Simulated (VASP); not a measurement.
# Si (P6_3/mmc) in VASP: further runs

Runs on Si. Level: RPBE. Tasks: single point, relaxation of cell and atoms.

Program: VASP 6.6.1. These are calculated values, not measurements. Logs are shortened: lines on timing, memory, paths and dates and some standing lists are left out, and cuts for length are marked.

**1. The cell of the first run**

Symmetry: P6_3/mmc, No. 194, hexagonal system. The conventional cell has a = 2.817 Å, b = 2.817 Å, c = 4.749 Å, α = 90.00°, β = 90.00°, γ = 120.00°. Within 3.7 Å of Si (site symmetry -6m2) lie 12 Si at 2.82 to 2.88 Å.

**2. Single point, RPBE (volume scaled by 1.12)**

INCAR

```
ALGO     = Normal         # electronic algorithm
EDIFF    = 1E-7           # SCF threshold, eV
ENCUT    = 520            # plane-wave cutoff, eV
GGA      = RP             # functional
ISIF     = 2              # what is computed and relaxed
ISMEAR   = -1             # smearing method
LASPH    = True           # aspherical terms in the spheres
LCHARG   = False          # write CHGCAR
LREAL    = False          # projectors in reciprocal space
LWAVE    = False          # write WAVECAR
NBANDS   = 11             # bands
NELM     = 80             # most SCF steps
PREC     = Accurate       # precision mode
SIGMA    = 0.1            # smearing width, eV
```

KPOINTS

```
k-points
0
Gamma
  15 15 8
```

POSCAR

```
Si
1.0
    2.8168527267      0.0000000000      0.0000000000
   -1.4084263634      2.4394660201      0.0000000000
    0.0000000000      0.0000000000      4.7488099835
Si
2
Direct
    0.3333333333      0.6666666667      0.2500000000
    0.6666666667      0.3333333333      0.7500000000
```

Potentials or basis: VASP PAW PBE potentials, release 64 (Si).

Run with:

```console
$ cat potpaw_PBE.64/Si/POTCAR > POTCAR
$ mpirun -np 1 vasp_std > vasp.out
```

OUTCAR:

```text
EDIFF = 1E-7
   ENCUT = 520
   GGA = RP
   ISIF = 2
   ISMEAR = -1
   LASPH = True
   LREAL = False
   NELM = 80
   PREC = Accurate

 ion  position               nearest neighbor table
   1  0.333  0.667  0.250-   2 2.88   2 2.88   2 2.88   2 2.88   2 2.88   2 2.88
   2  0.667  0.333  0.750-   1 2.88   1 2.88   1 2.88   1 2.88   1 2.88   1 2.88

  LATTYP: Found a hexagonal cell.
 ALAT       =     2.8168527267
 C/A-ratio  =     1.6858566792

  Lattice vectors:

 A1 = (   2.8168527267,   0.0000000000,   0.0000000000)
 A2 = (  -1.4084263634,   2.4394660201,   0.0000000000)
 A3 = (   0.0000000000,   0.0000000000,   4.7488099835)

Analysis of symmetry for initial positions (statically):
=====================================================================
 Subroutine PRICEL returns:
 Original cell was already a primitive cell.

 Routine SETGRP: Setting up the symmetry group for a
 hexagonal supercell.

 Subroutine GETGRP returns: Found 24 space group operations
 (whereof 12 operations were pure point group operations)
 out of a pool of 24 trial point group operations.

The static configuration has the point symmetry D_3d.
 The point group associated with its full space group is D_6h.

Analysis of symmetry for dynamics (positions and initial velocities):
=====================================================================
 Subroutine PRICEL returns:
 Original cell was already a primitive cell.

 Routine SETGRP: Setting up the symmetry group for a
 hexagonal supercell.

 Subroutine GETGRP returns: Found 24 space group operations
 (whereof 12 operations were pure point group operations)
 out of a pool of 24 trial point group operations.

The dynamic configuration has the point symmetry D_3d.
 The point group associated with its full space group is D_6h.

 Subroutine INISYM returns: Found 24 space group operations
 (whereof 12 operations are pure point group operations),
 and found     1 'primitive' translations

----------------------------------------------------------------------------------------

                                     Primitive cell

  volume of cell :      32.6320

  direct lattice vectors                    reciprocal lattice vectors
     2.816852727  0.000000000  0.000000000     0.355006135  0.204962888  0.000000000
    -1.408426363  2.439466020  0.000000000     0.000000000  0.409925775  0.000000000
     0.000000000  0.000000000  4.748809984     0.000000000  0.000000000  0.210579072

  length of vectors
     2.816852727  2.816852727  4.748809984     0.409925775  0.409925775  0.210579072

  position of ions in fractional coordinates (direct lattice)
     0.333333333  0.666666667  0.250000000
     0.666666667  0.333333333  0.750000000

  ion indices of the primitive-cell ions
   primitive index   ion index
                 1           1
                 2           2

----------------------------------------------------------------------------------------

 KPOINTS: k-points

Automatic generation of k-mesh.
 Grid dimensions read from file:
 generate k-points for:   15   15    8

 Generating k-lattice:

  Cartesian coordinates                     Fractional coordinates (reciprocal lattice)
     0.023667076  0.013664193  0.000000000     0.066666667  0.000000000  0.000000000
     0.000000000  0.027328385  0.000000000     0.000000000  0.066666667  0.000000000
     0.000000000  0.000000000  0.026322384     0.000000000  0.000000000  0.125000000

  Length of vectors
     0.027328385  0.027328385  0.026322384

  Shift w.r.t. Gamma in fractional coordinates (k-lattice)
     0.000000000  0.000000000  0.000000000

 Subroutine IBZKPT returns following result:
 ===========================================

 Found    135 irreducible k-points:

 Following reciprocal coordinates:
            Coordinates               Weight
  0.000000  0.000000  0.000000      1.000000
  0.066667  0.000000  0.000000      6.000000
  0.133333 -0.000000  0.000000      6.000000
  0.200000  0.000000  0.000000      6.000000
  0.266667 -0.000000  0.000000      6.000000
  0.333333  0.000000  0.000000      6.000000
[... 16 lines left out ...]
  0.333333  0.200000  0.000000     12.000000
  0.400000  0.200000  0.000000      6.000000
 [... further k-points ...]
   k-points           NKPTS =    135   k-points in BZ     NKDIM =    135   number of bands    NBANDS=     11
   number of dos      NEDOS =    301   number of ions     NIONS =      2
   total plane-waves  NPLWV =  20736
   dimension x,y,z NGX =    24 NGY =   24 NGZ =   36
   dimension x,y,z NGXF=    48 NGYF=   48 NGZF=   72
   ions per type =               2
   NGX,Y,Z   is equivalent  to a cutoff of  14.16, 14.16, 12.60 a.u.
   NGXF,Y,Z  is equivalent  to a cutoff of  28.33, 28.33, 25.21 a.u.
 SYSTEM =  unknown system
   PREC   = accura    normal or accurate (medium, high low for compatibility)
   ISTART =      0    job   : 0-new  1-cont  2-samecut
   ICHARG =      2    charge: 1-file 2-atom 10-const
   ISPIN  =      1    spin polarized calculation?
   LNONCOLLINEAR =      F non collinear calculations
   LSORBIT =      F    spin-orbit coupling
   LASPH  =      T    aspherical Exc in radial PAW
   ENCUT  =  520.0 eV  38.22 Ry    6.18 a.u.   5.24  5.24  8.83*2*pi/ulx,y,z
   NELM   =     80;   NELMIN=  2; NELMDL= -5     # of ELM steps
   EDIFF  = 0.1E-06   stopping-criterion for ELM
   LREAL  =      F    real-space projection
   EDIFFG = 0.1E-05   stopping-criterion for IOM
   NSW    =      0    number of steps for IOM
   IBRION =     -1    ionic relax: 0-MD 1-quasi-New 2-CG
   NFREE  =      0    steps in history (QN), initial steepest desc. (CG)
   ISIF   =      2    stress and relaxation
   ISYM   =      2    0-nonsym 1-usesym 2-fastsym
   POTIM  = 0.5000    time-step for ionic-motion
   TEBEG  =    0.0;   TEEND  =   0.0 temperature during run
   PSTRESS=    0.0 pullay stress
   NELECT =       8.0000    total number of electrons
   NUPDOWN=      -1.0000    fix difference up-down
   EMIN   =  10.00;   EMAX   =-10.00  energy-range for DOS
   EFERMI =   0.00;   METHOD = LEGACY
   ISMEAR =    -1;   SIGMA  =   0.10  broadening in eV -4-tet -1-fermi 0-gaus
   EFERMI_NEDOS =   21; number of points for ismear=-14 and -15
   IALGO  =     38    algorithm
   IMIX   =      4    mixing-type and parameters
     AMIX     =   0.40;   BMIX     =  1.00
     AMIX_MAG =   1.60;   BMIX_MAG =  1.00
  volume/ion in A,a.u.               =      16.32       110.11
  Fermi-wavevector in a.u.,A,eV,Ry     =   1.024606  1.936225 14.283636  1.049818
  Thomas-Fermi vector in A             =   2.158402
   LORBIT       =      0    0 simple, 1 ext, 2 COOP (PROOUT), +10 PAW based schemes
   GGA     = RP    functional components
   LHFCALC =     F    Hartree Fock is set to
   AEXX    =    0.0000 exact exchange contribution
   IVDW    =     0    specifies the selected vdW correction
   LEPSILON=     F    determine dielectric tensor
   LRPA    =     F    only Hartree local field effects (RPA)
 non-spin polarized calculation
  energy-cutoff  :      520.00
  volume of cell :       32.63
 maximum number of plane-waves:       894
 NGX is ok and might be reduce to    24
   NGX = 11   NGY = 11   NGZ = 17

 number of electron       8.0000000 magnetization

 Free energy of the ion-electron system (eV)
  ---------------------------------------------------
  ext. energy  EPLUGINS =         0.00000000
  ---------------------------------------------------
  free energy    TOTEN  =        -9.16065455 eV

  energy without entropy =       -9.12997223  energy(sigma->0) =       -9.14531339

 E-fermi :   8.6995     XC(G=0): -10.7023

 val. band max:        8.6860786047   @ k =   0.2000   0.1333   0.2500
 cond. band min:       8.7150919936   @ k =   0.3333   0.2000   0.1250
 fundamental gap:      0.0290133889
 Fermi energy:         8.6995052374

 k-point     1 :       0.0000    0.0000    0.0000
  band No.  band energies     occupation
      1      -4.6643      2.00000
      2       1.0304      2.00000
      3       2.3993      2.00000
      4      16.4723      0.00000
      5      16.4723      0.00000
      6      17.9382      0.00000
      7      17.9382      0.00000
      8      17.9944      0.00000
      9      19.2763      0.00000
     10      20.6659      0.00000
     11      21.3182      0.00000

 k-point     2 :       0.0667    0.0000    0.0000
  band No.  band energies     occupation
      1      -4.5560      2.00000
      2       1.1375      2.00000
      3       2.5019      2.00000
      4      15.0611      0.00000
      5      15.7791      0.00000
      6      17.5168      0.00000
      7      17.9395      0.00000
      8      18.4961      0.00000
      9      19.8241      0.00000
     10      20.0835      0.00000
     11      20.9424      0.00000

 k-point     3 :       0.1333   -0.0000    0.0000
  band No.  band energies     occupation
      1      -4.2315      2.00000
      2       1.4582      2.00000
      3       2.8094      2.00000
      4      12.7317      0.00000
      5      14.7633      0.00000
      6      16.5326      0.00000
      7      17.5859      0.00000
      8      18.0914      0.00000
      9      18.5333      0.00000
     10      20.5494      0.00000
     11      20.9752      0.00000
[... 267 lines left out ...]
 k-point    23 :       0.3333    0.2000    0.0000
  band No.  band energies     occupation
      1       0.5431      2.00000
      2       3.7555      2.00000
      3       6.1685      2.00000
      4       6.9615      2.00000
      5       7.2564      2.00000
      6       9.2107      0.01197
      7      10.5014      0.00000
      8      12.1123      0.00000
      9      14.4029      0.00000
     10      20.4422      0.00000
     11      23.2649      0.00000

 k-point    24 :       0.4000    0.2000    0.0000
  band No.  band energies     occupation
      1       1.6799      2.00000
      2       2.4341      2.00000
      3       6.8097      2.00000
      4       7.5998      1.99997
      5       7.6400      1.99995
      6       8.0850      1.99572
      7       9.5328      0.00048
      8      12.0168      0.00000
      9      14.2465      0.00000
     10      20.3623      0.00000
     11      23.7728      0.00000

 [... further k-points ...]

------------------------ aborting loop because EDIFF is reached ----------------------------------------

  FORCE on cell =-STRESS in cart. coord.  units (eV):
  Direction    XX          YY          ZZ          XY          YZ          ZX
  --------------------------------------------------------------------------------------
  -------------------------------------------------------------------------------------
  Total       -1.7051831     -1.7051831     -1.3829306      0.0000000      0.0000000     -0.0000000
  in kB      -83.7216716    -83.7216716    -67.8996062      0.0000000      0.0000000     -0.0000000
  external PRESSURE =     -78.4476498 kB  Pullay stress =       0.0000000 kB

 VOLUME and BASIS-vectors are now :
 -----------------------------------------------------------------------------
  energy-cutoff  :      520.00
  volume of cell :       32.63
      direct lattice vectors                 reciprocal lattice vectors
     2.816852727  0.000000000  0.000000000     0.355006135  0.204962888  0.000000000
    -1.408426363  2.439466020  0.000000000     0.000000000  0.409925775  0.000000000
     0.000000000  0.000000000  4.748809984     0.000000000  0.000000000  0.210579072

 POSITION                                       TOTAL-FORCE (eV/Angst)
 -----------------------------------------------------------------------------------
     -0.00000      1.62631      1.18720        -0.000000      0.000000      0.000000
      1.40843      0.81316      3.56161         0.000000      0.000000      0.000000
 -----------------------------------------------------------------------------------
    total drift:                               -0.000000      0.000000      0.000000

  FREE ENERGIE OF THE ION-ELECTRON SYSTEM (eV)
  ---------------------------------------------------
  free  energy   TOTEN  =        -9.1606545525 eV

  energy  without entropy=       -9.1299722257  energy(sigma->0) =       -9.14531339
```

Wall time 45 s (1 thread of AMD EPYC 9R45 (Zen 5), shared host); peak memory 0.14 GiB.

What came out:

```
Free energy            : -9.1607 eV
Pressure               : -7.8 GPa
Band gap on the k mesh : zero (band 4 reaches 16.47 eV, above the bottom of band 5 at 5.39 eV)
```

Stress tensor (GPa, compression positive):
```
-8.37  0.00  0.00
 0.00 -8.37  0.00
 0.00  0.00 -6.79
```

Levels at points of the mesh, in eV from the Fermi level:
| k point | band 1 | band 2 | band 3 | band 4 | band 5 | band 6 | band 7 | band 8 | band 9 |
| --- | --- | --- | --- | --- | --- | --- | --- | --- | --- |
| (0.00, 0.00, 0.00) | -13.36 | -7.67 | -6.30 | 7.77 | 7.77 | 9.24 | 9.24 | 9.29 | 10.58 |
| (0.00, 0.00, 0.50) | -11.77 | -11.77 | 0.67 | 0.67 | 8.88 | 8.88 | 8.88 | 8.88 | 11.37 |

Caveat: the cell differs from its parent crystal (volume scaled by 1.12); the PAW data sets were made with another functional, which shifts forces and pressure a little.

**3. Relaxation of cell and atoms, RPBE**

This run uses another cell than the first one, of 15.02 Å³/atom, 0.920 times its volume.

INCAR

```
PREC     = Accurate       # precision mode
ENCUT    = 600            # plane-wave cutoff, eV
EDIFF    = 1E-7           # SCF threshold, eV
ISMEAR   = -1             # smearing method
SIGMA    = 0.1            # smearing width, eV
LREAL    = F              # projectors in reciprocal space
LASPH    = T              # aspherical terms in the spheres
NELM     = 60             # most SCF steps
ALGO     = Normal         # electronic algorithm
ISIF     = 3              # what is computed and relaxed
LWAVE    = F              # write WAVECAR
LCHARG   = F              # write CHGCAR
GGA      = RP             # functional
IBRION   = 2              # ionic algorithm
NSW      = 80             # ionic steps
EDIFFG   = -0.01          # ionic threshold
```

KPOINTS

```
regular mesh
0
Gamma
  13 13 7
```

POSCAR

```
Si
1.0
    2.7691764586      0.0000000000      0.0000000000
   -1.3845882293      2.3981771607      0.0000000000
    0.0000000000      0.0000000000      4.5220651569
Si
2
Direct
    0.3333333333      0.6666666667      0.2500000000
    0.6666666667      0.3333333333      0.7500000000
```

Potentials or basis: VASP PAW PBE potentials, release 64 (Si).

Run with:

```console
$ cat potpaw_PBE.64/Si/POTCAR > POTCAR
$ mpirun -np 1 vasp_std > vasp.out
```

It took 1.9 min on 1 thread of AMD EPYC 9R45 (Zen 5), shared host; peak memory 0.12 GiB.

It converged, with:

- Free energy: -9.2507 eV
- Relaxed volume: 14.48 Å³/atom
- Relaxed cell: a = 2.706 Å, b = 2.706 Å, c = 4.565 Å, α = 90.00°, β = 90.00°, γ = 120.00°
- Space group after relaxing (to 0.05 Å): P6_3/mmc (No. 194)
- Energy gained by relaxing: 5.7 meV/atom
- Ionic steps: 10
- Pressure after relaxing: 0.1 GPa
- Band gap on the k mesh: zero (band 4 reaches 18.95 eV, above the bottom of band 5 at 7.07 eV)

Step by step:
```csv
step,energy change (eV),largest force (eV/Å),pressure (GPa),volume (Å³)
1,0.0000,0.0000,-2.84,30.03
2,-0.0098,0.0000,0.24,28.89
3,-0.0099,0.0000,0.03,28.96
4,-0.0100,0.0000,0.03,28.96
5,-0.0105,0.0000,0.05,28.96
6,-0.0113,0.0000,0.08,28.96
7,-0.0095,0.0000,0.16,28.94
8,-0.0115,0.0000,0.10,28.95
9,-0.0115,0.0000,0.09,28.95
10,-0.0115,0.0000,0.09,28.95
```

Final structure:
```
CELL_PARAMETERS angstrom
2.70642 0.00000 0.00000
-1.35321 2.34383 0.00000
0.00000 0.00000 4.56452
ATOMIC_POSITIONS crystal
Si 0.33333 0.66667 0.25000
Si 0.66667 0.33333 0.75000
```

Levels at points of the mesh, in eV from the Fermi level:
| k point | band 2 | band 3 | band 4 | band 5 | band 6 | band 7 |
| --- | --- | --- | --- | --- | --- | --- |
| (0.00, 0.00, 0.00) | -8.04 | -7.09 | 8.72 | 8.72 | 10.03 | 10.03 |

Caveat: the PAW data sets were made with another functional, which shifts forces and pressure a little.

**4. Single point, RPBE**

This run uses another cell than the first one, of 14.57 Å³/atom, 0.893 times its volume.

INCAR

```
SYSTEM = Si
  PREC = Accurate
  ENCUT = 520
  EDIFF = 1E-6
  ISMEAR = -1
  SIGMA = 0.1
  LREAL = .False.
  LASPH = .True.
  NELM = 60
  ALGO = Normal
  ISIF = 2
  LWAVE = .False.
  LCHARG = .True.
  GGA = RP
  LELF = .True.
  LVHAR = .True.
  NBANDS = 11
```

KPOINTS

```
regular mesh
0
Gamma
  22 22 11
  0 0 0
```

POSCAR

```
Si
1.0
    2.7124274688      0.0000000000      0.0000000000
   -1.3562137344      2.3490310939      0.0000000000
    0.0000000000      0.0000000000      4.5727639650
Si
2
Direct
    0.3333333333      0.6666666667      0.2500000000
    0.6666666667      0.3333333333      0.7500000000
```

Run with:

```console
$ cat potpaw_PBE.64/Si/POTCAR > POTCAR
$ mpirun -np 1 vasp_std > vasp.out
```

Run time: 61 s. Hardware: 1 thread of AMD EPYC 9R45 (Zen 5), shared host; peak memory 0.16 GiB.

The run converged. Its results:

| Quantity | Value |
| --- | --- |
| Free energy | -9.2585 eV |
| Pressure | -0.6 GPa |
| Band gap on the k mesh | zero (band 4 reaches 18.86 eV, above the bottom of band 5 at 6.58 eV) |

Stress tensor (GPa, compression positive):
```
-0.89  0.00  0.00
 0.00 -0.89  0.00
 0.00  0.00  0.05
```

Levels at points of the mesh, in eV from the Fermi level:
| k point | band 1 | band 2 | band 3 | band 4 | band 5 | band 6 | band 7 | band 8 | band 9 |
| --- | --- | --- | --- | --- | --- | --- | --- | --- | --- |
| (0.00, 0.00, 0.00) | -14.41 | -8.03 | -7.06 | 8.64 | 8.64 | 9.97 | 9.97 | 10.48 | 10.88 |
| (0.50, 0.00, 0.00) | -8.22 | -7.59 | -1.85 | -1.57 | -1.52 | 0.01 | 3.58 | 5.74 | 8.55 |

Caveat: the PAW data sets were made with another functional, which shifts forces and pressure a little.

**5. Overview**

| task | cell | k mesh | cutoff (eV) | gap on the mesh (eV) | pressure (GPa) |
| --- | --- | --- | --- | --- | --- |
| single point | a = 2.817, b = 2.817, c = 4.749 Å, angles 90.0, 90.0, 120.0°, 2 atoms | 15 × 15 × 8 | 520 | none | -7.8 |
| relaxation of cell and atoms | relaxed from a = 2.769, b = 2.769, c = 4.522 Å, angles 90.0, 90.0, 120.0°, 2 atoms | 13 × 13 × 7 | 600 | none | 0.1 |
| single point | a = 2.712, b = 2.712, c = 4.573 Å, angles 90.0, 90.0, 120.0°, 2 atoms | 22 × 22 × 11 | 520 | none | -0.6 |

Alike in all rows: level RPBE; potentials or basis VASP PAW PBE potentials, release 64 (Si); no spin polarisation; smearing fermi-dirac 0.1 eV.

Caveats: the PAW data sets were made with another functional, which shifts forces and pressure a little.

Absolute energies hang on the potentials; compare differences alone.
